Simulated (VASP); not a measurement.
# Y2As (R-3m) in VASP: further runs

Y2As is run at these levels: PBE; tasks: single point, relaxation of cell and atoms.

Program: VASP 6.6.1. These are calculated values, not measurements. Logs are shortened: lines on timing, memory, paths and dates and some standing lists are left out, and cuts for length are marked.

**1. The cell of the first run**

It takes space group R-3m (No. 166, trigonal). Conventional cell: a = 3.887 Å, b = 3.887 Å, c = 17.608 Å, α = 90.00°, β = 90.00°, γ = 120.00°. Within 3.5 Å of Y (site symmetry 3m) lie 3 As at 2.68 Å. As (site symmetry -3m) has 6 Y at 2.68 Å within 3.5 Å.

**2. Single point, PBE**

Contents of INCAR:

```
SYSTEM = Y2As
PREC = Accurate
ENCUT = 520
EDIFF = 1E-7
ISMEAR = 0
SIGMA = 0.1
LREAL = .FALSE.
LASPH = .TRUE.
NELM = 80
ALGO = Fast
ISIF = 2
LWAVE = .FALSE.
LCHARG = .TRUE.
GGA = PE
LELF = .TRUE.
LVHAR = .TRUE.
NBANDS = 20
```

Contents of KPOINTS:

```
regular mesh
0
G
  6 6 6
  0 0 0
```

Contents of POSCAR:

```
Y2As
1.0
    1.9433599888      1.1219994126      5.8694443026
   -1.9433599888      1.1219994126      5.8694443026
    0.0000000000     -2.2439988253      5.8694443026
Y As
2 1
Direct
    0.7500000000      0.7500000000      0.7500000000
    0.2500000000      0.2500000000      0.2500000000
    0.0000000000      0.0000000000      0.0000000000
```

Potentials or basis: VASP PAW PBE potentials, release 64 (Y_sv, As).

Started as:

```bash
cat potpaw_PBE.64/Y_sv/POTCAR potpaw_PBE.64/As/POTCAR > POTCAR
mpirun -np 1 vasp_std > vasp.out
```

OUTCAR:

```text
SYSTEM = Y2As
   PREC = Accurate
   ENCUT = 520
   EDIFF = 1E-7
   ISMEAR = 0
   LREAL = .FALSE.
   LASPH = .TRUE.
   NELM = 80
   ISIF = 2
   GGA = PE

 ion  position               nearest neighbor table
   1  0.750  0.750  0.750-   3 2.68   3 2.68   3 2.68   2 3.69   2 3.69   2 3.69   2 3.69   2 3.69
                             2 3.69
   2  0.250  0.250  0.250-   3 2.68   3 2.68   3 2.68   1 3.69   1 3.69   1 3.69   1 3.69   1 3.69
                             1 3.69
   3  0.000  0.000  0.000-   1 2.68   2 2.68   1 2.68   1 2.68   2 2.68   2 2.68

  LATTYP: Found a trigonal (rhomboedric) cell.
 ALAT       =     6.2837812780
 COS(alpha) =     0.8087090652

  Lattice vectors:

 A1 = (   1.9433599888,   1.1219994126,   5.8694443026)
 A2 = (  -1.9433599888,   1.1219994126,   5.8694443026)
 A3 = (   0.0000000000,  -2.2439988253,   5.8694443026)

Analysis of symmetry for initial positions (statically):
=====================================================================
 Subroutine PRICEL returns:
 Original cell was already a primitive cell.

 Routine SETGRP: Setting up the symmetry group for a
 trigonal (rhombohedral) supercell.

 Subroutine GETGRP returns: Found 12 space group operations
 (whereof 12 operations were pure point group operations)
 out of a pool of 12 trial point group operations.

The static configuration has the point symmetry D_3d.

Analysis of symmetry for dynamics (positions and initial velocities):
=====================================================================
 Subroutine PRICEL returns:
 Original cell was already a primitive cell.

 Routine SETGRP: Setting up the symmetry group for a
 trigonal (rhombohedral) supercell.

 Subroutine GETGRP returns: Found 12 space group operations
 (whereof 12 operations were pure point group operations)
 out of a pool of 12 trial point group operations.

The dynamic configuration has the point symmetry D_3d.

 Subroutine INISYM returns: Found 12 space group operations
 (whereof 12 operations are pure point group operations),
 and found     1 'primitive' translations

----------------------------------------------------------------------------------------

                                     Primitive cell

  volume of cell :      76.7881

[... 86 lines left out ...]
   LSORBIT =      F    spin-orbit coupling
   LASPH  =      T    aspherical Exc in radial PAW
   ENCUT  =  520.0 eV  38.22 Ry    6.18 a.u.  11.68 11.68 11.68*2*pi/ulx,y,z
   NELM   =     80;   NELMIN=  2; NELMDL= -5     # of ELM steps
   EDIFF  = 0.1E-06   stopping-criterion for ELM
   LREAL  =      F    real-space projection
   EDIFFG = 0.1E-05   stopping-criterion for IOM
   NSW    =      0    number of steps for IOM
   IBRION =     -1    ionic relax: 0-MD 1-quasi-New 2-CG
   NFREE  =      0    steps in history (QN), initial steepest desc. (CG)
   ISIF   =      2    stress and relaxation
   ISYM   =      2    0-nonsym 1-usesym 2-fastsym
   POTIM  = 0.5000    time-step for ionic-motion
   TEBEG  =    0.0;   TEEND  =   0.0 temperature during run
   PSTRESS=    0.0 pullay stress
   NELECT =      27.0000    total number of electrons
   NUPDOWN=      -1.0000    fix difference up-down
   EMIN   =  10.00;   EMAX   =-10.00  energy-range for DOS
   EFERMI =   0.00;   METHOD = LEGACY
   ISMEAR =     0;   SIGMA  =   0.10  broadening in eV -4-tet -1-fermi 0-gaus
   EFERMI_NEDOS =   21; number of points for ismear=-14 and -15
   IALGO  =     68    algorithm
   IMIX   =      4    mixing-type and parameters
     AMIX     =   0.40;   BMIX     =  1.00
     AMIX_MAG =   1.60;   BMIX_MAG =  1.00
  volume/ion in A,a.u.               =      25.60       172.73
  Fermi-wavevector in a.u.,A,eV,Ry     =   1.155486  2.183552 18.165792  1.335148
  Thomas-Fermi vector in A             =   2.292114
   LORBIT       =      0    0 simple, 1 ext, 2 COOP (PROOUT), +10 PAW based schemes
   GGA     = PE    functional components
   LHFCALC =     F    Hartree Fock is set to
   AEXX    =    0.0000 exact exchange contribution
   IVDW    =     0    specifies the selected vdW correction
   LEPSILON=     F    determine dielectric tensor
   LRPA    =     F    only Hartree local field effects (RPA)
 non-spin polarized calculation
 RMM-DIIS sequential band-by-band and
 Gauss-broadening in eV      SIGMA  =   0.10
  energy-cutoff  :      520.00
  volume of cell :       76.79
 maximum number of plane-waves:      2097
   NGX = 23   NGY = 23   NGZ = 23

 number of electron      27.0000000 magnetization

 Free energy of the ion-electron system (eV)
  ---------------------------------------------------
  ext. energy  EPLUGINS =         0.00000000
  ---------------------------------------------------
  free energy    TOTEN  =       -19.89531597 eV

  energy without entropy =      -19.88208054  energy(sigma->0) =      -19.88869826

 E-fermi :   4.1158     XC(G=0):  -9.9606

 val. band max:        4.1151404158   @ k =  -0.3333   0.1667  -0.0000
 cond. band min:       4.1661639808   @ k =   0.5000   0.1667  -0.0000
 fundamental gap:      0.0510235650
 Fermi energy:         4.1157978694

 k-point     1 :       0.0000    0.0000    0.0000
  band No.  band energies     occupation
      1     -38.2313      2.00000
      2     -38.1806      2.00000
      3     -18.5988      2.00000
      4     -18.1901      2.00000
      5     -18.1901      2.00000
      6     -18.1295      2.00000
[... 541 lines left out ...]
     19       8.3986      0.00000
     20       8.6910      0.00000

 [... further k-points ...]

------------------------ aborting loop because EDIFF is reached ----------------------------------------

  FORCE on cell =-STRESS in cart. coord.  units (eV):
  Direction    XX          YY          ZZ          XY          YZ          ZX
  --------------------------------------------------------------------------------------
  -------------------------------------------------------------------------------------
  Total        5.6205546      5.6205546      6.7300376      0.0000000     -0.0000000      0.0000000
  in kB      117.2723504    117.2723504    140.4216107      0.0000000     -0.0000000      0.0000000
  external PRESSURE =     124.9887705 kB  Pullay stress =       0.0000000 kB

 VOLUME and BASIS-vectors are now :
 -----------------------------------------------------------------------------
  energy-cutoff  :      520.00
  volume of cell :       76.79
      direct lattice vectors                 reciprocal lattice vectors
     1.943359989  1.121999413  5.869444303     0.257286351  0.148544344  0.056791293
    -1.943359989  1.121999413  5.869444303    -0.257286351  0.148544344  0.056791293
     0.000000000 -2.243998825  5.869444303     0.000000000 -0.297088688  0.056791293

 POSITION                                       TOTAL-FORCE (eV/Angst)
 -----------------------------------------------------------------------------------
      0.00000     -0.00000     13.20625         0.000000     -0.000000      1.796634
      0.00000     -0.00000      4.40208         0.000000      0.000000     -1.796634
      0.00000      0.00000      0.00000         0.000000      0.000000      0.000000
 -----------------------------------------------------------------------------------
    total drift:                                0.000000      0.000000     -0.000000

  FREE ENERGIE OF THE ION-ELECTRON SYSTEM (eV)
  ---------------------------------------------------
  free  energy   TOTEN  =       -19.8953159738 eV

  energy  without entropy=      -19.8820805443  energy(sigma->0) =      -19.88869826
```

OSZICAR:

```text
N       E                     dE             d eps       ncg     rms          rms(c)
DAV:   1     0.118461153798E+03    0.11846E+03   -0.13384E+04  1280   0.126E+03
DAV:   2    -0.110395485433E+02   -0.12950E+03   -0.12576E+03  1524   0.282E+02
DAV:   3    -0.209251129219E+02   -0.98856E+01   -0.97757E+01  2156   0.504E+01
DAV:   4    -0.214335030701E+02   -0.50839E+00   -0.50661E+00  1720   0.107E+01
[... 14 lines left out ...]
RMM:  19    -0.198953160498E+02   -0.56216E-06   -0.72031E-06  2110   0.870E-03    0.147E-02
RMM:  20    -0.198953158648E+02    0.18492E-06   -0.38492E-06  2055   0.823E-03    0.269E-03
RMM:  21    -0.198953157952E+02    0.69634E-07   -0.22025E-06  1942   0.591E-03    0.300E-03
RMM:  22    -0.198953159066E+02   -0.11142E-06   -0.10978E-06  1520   0.318E-03    0.215E-03
RMM:  23    -0.198953159738E+02   -0.67155E-07   -0.66806E-07  1294   0.241E-03
   1 F= -.19895316E+02 E0= -.19888698E+02  d E =-.132354E-01
```

Wall time 2.2 min (1 thread of Intel Xeon 6975P-C (Granite Rapids), shared host); peak memory 0.37 GiB.

What came out:

```
Free energy   : -19.8953 eV
Pressure      : 12.5 GPa
Largest force : 1.797 eV/Å
```

Forces on the atoms (eV/Å):
```
Y    0.000  0.000  1.797
Y    0.000  0.000 -1.797
As   0.000  0.000  0.000
```

Levels at points of the mesh, in eV from the Fermi level:
```tsv
k point	band 11	band 12	band 13	band 14	band 15	band 16
(0.00, 0.00, 0.00)	-2.21	-2.21	-1.63	1.06	1.06	1.79
(0.50, 0.00, 0.00)	-2.74	-2.23	-0.70	-0.23	0.58	2.48
(0.50, 0.50, 0.00)	-2.64	-2.34	-0.97	-0.36	1.44	3.17
(0.50, 0.50, 0.50)	-2.08	-2.08	0.07	0.33	1.46	1.46
```

Caveat: forces of over 1 eV/Å act on the atoms, so gaps and moduli don't describe the material at rest.

**3. Single point, PBE**

This run uses another cell than the first one, of 29.16 Å³/atom, 1.139 times its volume.

Contents of INCAR:

```
ALGO = Fast
EDIFF = 1E-6
ENCUT = 520
GGA = PE
ISIF = 2
ISMEAR = 0
LASPH = True
LCHARG = False
LREAL = False
LWAVE = False
NBANDS = 20
NELM = 100
PREC = Accurate
SIGMA = 0.1
```

Contents of KPOINTS:

```
k-points
0
Gamma
  6 6 6
```

Contents of POSCAR:

```
Y2As
1.0
    2.0055805553      1.1579224735      6.2771759444
   -2.0055805553      1.1579224735      6.2771759444
    0.0000000000     -2.3158449470      6.2771759444
Y As
2 1
Direct
    0.7537538324      0.7537538324      0.7537538324
    0.2462461676      0.2462461676      0.2462461676
    0.0000000000      0.0000000000      0.0000000000
```

Potentials or basis: VASP PAW PBE potentials, release 64 (Y_sv, As).

Started as:

```bash
cat potpaw_PBE.64/Y_sv/POTCAR potpaw_PBE.64/As/POTCAR > POTCAR
mpirun -np 1 vasp_std > vasp.out
```

OUTCAR:

```text
EDIFF = 1E-6
   ENCUT = 520
   GGA = PE
   ISIF = 2
   ISMEAR = 0
   LASPH = True
   LREAL = False
   NELM = 100
   PREC = Accurate

 ion  position               nearest neighbor table
   1  0.754  0.754  0.754-   3 2.84   3 2.84   3 2.84   2 3.79   2 3.79   2 3.79   2 4.02   2 4.02
                             2 4.02
   2  0.246  0.246  0.246-   3 2.84   3 2.84   3 2.84   1 3.79   1 3.79   1 3.79   1 4.02   1 4.02
                             1 4.02
   3  0.000  0.000  0.000-   1 2.84   1 2.84   2 2.84   2 2.84   1 2.84   2 2.84

  LATTYP: Found a trigonal (rhomboedric) cell.
 ALAT       =     6.6907455231
 COS(alpha) =     0.8202945733

  Lattice vectors:

 A1 = (   2.0055805553,   1.1579224735,   6.2771759444)
 A2 = (  -2.0055805553,   1.1579224735,   6.2771759444)
 A3 = (   0.0000000000,  -2.3158449470,   6.2771759444)

Analysis of symmetry for initial positions (statically):
[... 172 lines left out ...]
  ---------------------------------------------------
  free energy    TOTEN  =       -20.38156577 eV

  energy without entropy =      -20.36376699  energy(sigma->0) =      -20.37266638

 E-fermi :   3.4358     XC(G=0):  -9.4601

 val. band max:        3.4080295885   @ k =  -0.3333   0.1667   0.0000
 cond. band min:       3.4411272934   @ k =   0.5000   0.1667  -0.0000
 fundamental gap:      0.0330977049
 Fermi energy:         3.4358085119

 k-point     1 :       0.0000    0.0000    0.0000
  band No.  band energies     occupation
      1     -39.4321      2.00000
      2     -39.4079      2.00000
      3     -19.5938      2.00000
      4     -19.3517      2.00000
      5     -19.3517      2.00000
      6     -19.3154      2.00000
[... 541 lines left out ...]
     19       7.2680      0.00000
     20       7.5543      0.00000

 [... further k-points ...]

------------------------ aborting loop because EDIFF is reached ----------------------------------------

  FORCE on cell =-STRESS in cart. coord.  units (eV):
  Direction    XX          YY          ZZ          XY          YZ          ZX
  --------------------------------------------------------------------------------------
  -------------------------------------------------------------------------------------
  Total       -0.1250796     -0.1250796     -0.0825467      0.0000000      0.0000000      0.0000000
  in kB       -2.2911937     -2.2911937     -1.5120805      0.0000000      0.0000000      0.0000000
  external PRESSURE =      -2.0314893 kB  Pullay stress =       0.0000000 kB

 VOLUME and BASIS-vectors are now :
 -----------------------------------------------------------------------------
  energy-cutoff  :      520.00
  volume of cell :       87.47
      direct lattice vectors                 reciprocal lattice vectors
     2.005580555  1.157922473  6.277175944     0.249304372  0.143935946  0.053102436
    -2.005580555  1.157922473  6.277175944    -0.249304372  0.143935946  0.053102436
     0.000000000 -2.315844947  6.277175944     0.000000000 -0.287871892  0.053102436

 POSITION                                       TOTAL-FORCE (eV/Angst)
 -----------------------------------------------------------------------------------
      0.00000      0.00000     14.19434         0.000000     -0.000000      0.011690
      0.00000      0.00000      4.63719         0.000000     -0.000000     -0.011690
      0.00000      0.00000      0.00000         0.000000      0.000000      0.000000
 -----------------------------------------------------------------------------------
    total drift:                               -0.000000     -0.000000      0.000000

  FREE ENERGIE OF THE ION-ELECTRON SYSTEM (eV)
  ---------------------------------------------------
  free  energy   TOTEN  =       -20.3815657701 eV

  energy  without entropy=      -20.3637669862  energy(sigma->0) =      -20.37266638
```

It took 2.3 min on 1 thread of Intel Xeon 6975P-C (Granite Rapids), shared host; peak memory 0.39 GiB.

Results:

```yaml
Free_energy: -20.3816 eV
Pressure: -0.2 GPa
Largest_force: 0.012 eV/Å
```

Forces on the atoms (eV/Å):
```
Y    0.000  0.000  0.012
Y    0.000  0.000 -0.012
As   0.000  0.000  0.000
```

Levels at points of the mesh, in eV from the Fermi level:
| k point | band 9 | band 10 | band 11 | band 12 | band 13 | band 14 | band 15 | band 16 | band 17 | band 18 |
| --- | --- | --- | --- | --- | --- | --- | --- | --- | --- | --- |
| (0.00, 0.00, 0.00) | -10.94 | -3.83 | -2.05 | -1.71 | -1.71 | 1.17 | 1.17 | 1.49 | 2.41 | 2.41 |
| (0.50, 0.00, 0.00) | -10.30 | -3.95 | -2.68 | -1.94 | -0.72 | -0.36 | 0.57 | 1.91 | 2.05 | 3.84 |
| (0.50, 0.50, 0.00) | -10.30 | -4.16 | -2.65 | -2.02 | -0.72 | -0.49 | 1.04 | 2.79 | 2.84 | 3.42 |
| (0.50, 0.50, 0.50) | -10.87 | -4.48 | -1.59 | -1.59 | -0.08 | -0.07 | 1.38 | 1.38 | 2.30 | 2.35 |

**4. Relaxation of cell and atoms, PBE**

Contents of INCAR:

```
PREC = Accurate
ENCUT = 600
EDIFF = 1E-6
ISMEAR = 0
SIGMA = 0.1
LREAL = F
LASPH = T
NELM = 60
ALGO = Normal
ISIF = 3
LWAVE = F
LCHARG = F
GGA = PE
IBRION = 2
NSW = 90
EDIFFG = -0.04
```

Contents of KPOINTS:

```
Automatic mesh
0
Gamma
  6 6 6
```

Contents of POSCAR:

```
Y2As
1.0
    1.9433599888      1.1219994126      5.8694443026
   -1.9433599888      1.1219994126      5.8694443026
    0.0000000000     -2.2439988253      5.8694443026
Y As
2 1
Direct
    0.7500000000      0.7500000000      0.7500000000
    0.2500000000      0.2500000000      0.2500000000
    0.0000000000      0.0000000000      0.0000000000
```

Started as:

```bash
cat potpaw_PBE.64/Y_sv/POTCAR potpaw_PBE.64/As/POTCAR > POTCAR
mpirun -np 1 vasp_std > vasp.out
```

Run time: 8.2 min. Hardware: 1 thread of Intel Xeon 6975P-C (Granite Rapids), shared host; peak memory 0.41 GiB.

It converged, with:

```yaml
Free_energy: -20.3814 eV
Relaxed_volume: 29.05 Å³/atom
Relaxed_cell: a = 6.696 Å, b = 6.696 Å, c = 6.696 Å, α = 34.77°, β = 34.77°, γ = 34.77°
Space_group_after_relaxing_to_0.05_Å: R-3m (No. 166)
Energy_gained_by_relaxing: 162.0 meV/atom
Ionic_steps: 11
Pressure_after_relaxing: 0.0 GPa
Largest_force_after_relaxing: 0.014 eV/Å
```

Forces in eV/Å, atoms in the order of the input:
```
Y    0.000  0.000  0.014
Y    0.000  0.000 -0.014
As   0.000  0.000  0.000
```

Stress tensor (GPa, compression positive):
```
 0.00  0.00  0.00
 0.00  0.00  0.00
 0.00  0.00 -0.13
```

Step by step:
```csv
step,energy change (eV),largest force (eV/Å),pressure (GPa),volume (Å³)
1,0.0000,1.7968,12.49,76.79
2,-0.1173,0.6471,-7.02,101.17
3,-0.4711,0.1611,-0.53,88.48
4,-0.4714,0.1857,-0.34,88.21
5,-0.4713,0.2088,-0.17,87.97
6,-0.4811,0.1368,-0.03,87.54
7,-0.4858,0.0478,0.14,86.99
8,-0.4858,0.0445,0.14,86.97
9,-0.4858,0.0411,0.14,86.95
10,-0.4859,0.0026,-0.15,87.29
11,-0.4860,0.0136,-0.04,87.16
```

Final structure:
```cif
data_structure
_symmetry_space_group_name_H-M 'P 1'
_symmetry_Int_Tables_number 1
_cell_length_a 6.6965
_cell_length_b 6.6965
_cell_length_c 6.6965
_cell_angle_alpha 34.769
_cell_angle_beta 34.769
_cell_angle_gamma 34.769
_cell_volume 87.16
loop_
_atom_site_label
_atom_site_type_symbol
_atom_site_fract_x
_atom_site_fract_y
_atom_site_fract_z
_atom_site_occupancy
Y1 Y 0.75382 0.75382 0.75382 1
Y2 Y 0.24618 0.24618 0.24618 1
As1 As 0.00000 0.00000 0.00000 1
```

Levels at points of the mesh, in eV from the Fermi level:
```
           k point  band 11  band 12  band 13  band 14  band 15  band 16
(0.00, 0.00, 0.00)    -2.06    -1.69    -1.69     1.19     1.19     1.48
(0.50, 0.00, 0.00)    -2.68    -1.92    -0.73    -0.36     0.57     1.90
(0.50, 0.50, 0.00)    -2.66    -2.01    -0.72    -0.48     1.04     2.78
(0.50, 0.50, 0.50)    -1.58    -1.58    -0.09    -0.09     1.39     1.39
```

**5. Single point, PBE**

This run uses another cell than the first one, of 29.02 Å³/atom, 1.134 times its volume.

Contents of INCAR:

```
SYSTEM = Y2As
PREC = Accurate
ENCUT = 520
EDIFF = 1E-6
ISMEAR = 0
SIGMA = 0.1
LREAL = .False.
LASPH = .True.
NELM = 80
ALGO = Fast
ISIF = 2
LWAVE = .False.
LCHARG = .True.
GGA = PE
LELF = .True.
LVHAR = .True.
NBANDS = 20
```

Contents of KPOINTS:

```
Automatic mesh
0
Gamma
  12 12 12
  0 0 0
```

Contents of POSCAR:

```
Y2As
1.0
    1.9994383179      1.1543762511      6.2866043476
   -1.9994383179      1.1543762511      6.2866043476
    0.0000000000     -2.3087525022      6.2866043476
Y As
2 1
Direct
    0.7540217734      0.7540217734      0.7540217734
    0.2459782266      0.2459782266      0.2459782266
    0.0000000000      0.0000000000      0.0000000000
```

Started as:

```bash
cat potpaw_PBE.64/Y_sv/POTCAR potpaw_PBE.64/As/POTCAR > POTCAR
mpirun -np 1 vasp_std > vasp.out
```

Wall time 24 min (1 thread of Intel Xeon Platinum 8488C (Sapphire Rapids), shared host); peak memory 0.61 GiB.

It converged, with:

```yaml
Free_energy: -20.3877 eV
Pressure: 0.0 GPa
Largest_force: 0.011 eV/Å
```

Forces in eV/Å, atoms in the order of the input:
```
Y    0.000  0.000  0.011
Y    0.000  0.000 -0.011
As   0.000  0.000  0.000
```

Levels at points of the mesh, in eV from the Fermi level:
| k point | band 10 | band 11 | band 12 | band 13 | band 14 | band 15 | band 16 | band 17 | band 18 | band 19 |
| --- | --- | --- | --- | --- | --- | --- | --- | --- | --- | --- |
| (0.00, 0.00, 0.00) | -3.86 | -2.08 | -1.70 | -1.70 | 1.17 | 1.17 | 1.46 | 2.40 | 2.40 | 3.06 |
| (0.50, 0.00, 0.00) | -3.97 | -2.71 | -1.94 | -0.75 | -0.38 | 0.56 | 1.86 | 2.03 | 3.87 | 3.91 |
| (0.50, 0.50, 0.00) | -4.19 | -2.68 | -2.02 | -0.74 | -0.50 | 1.02 | 2.75 | 2.85 | 3.42 | 4.03 |
| (0.50, 0.50, 0.50) | -4.51 | -1.58 | -1.58 | -0.12 | -0.10 | 1.37 | 1.37 | 2.29 | 2.36 | 2.37 |

**6. Summary**

```csv
task,cell,k mesh,cutoff (eV),gap on the mesh (eV),pressure (GPa),largest force (eV/Å)
single point,"a = 6.284 Å, angles 36.0°, 3 atoms",6 × 6 × 6,520,none,12.5,1.80
single point,"a = 6.691 Å, angles 34.9°, 3 atoms",6 × 6 × 6,520,none,-0.2,0.01
relaxation of cell and atoms,"relaxed from a = 6.284 Å, angles 36.0°, 3 atoms",6 × 6 × 6,600,none,0.0,0.01
single point,"a = 6.697 Å, angles 34.7°, 3 atoms",12 × 12 × 12,520,none,0.0,0.01
```

Alike in all rows: level PBE; potentials or basis VASP PAW PBE potentials, release 64 (Y_sv, As); no spin polarisation; smearing gaussian 0.1 eV.

Caveats: forces of over 1 eV/Å act on the atoms, so gaps and moduli don't describe the material at rest (some runs).

Absolute energies hang on the potentials; compare differences alone.
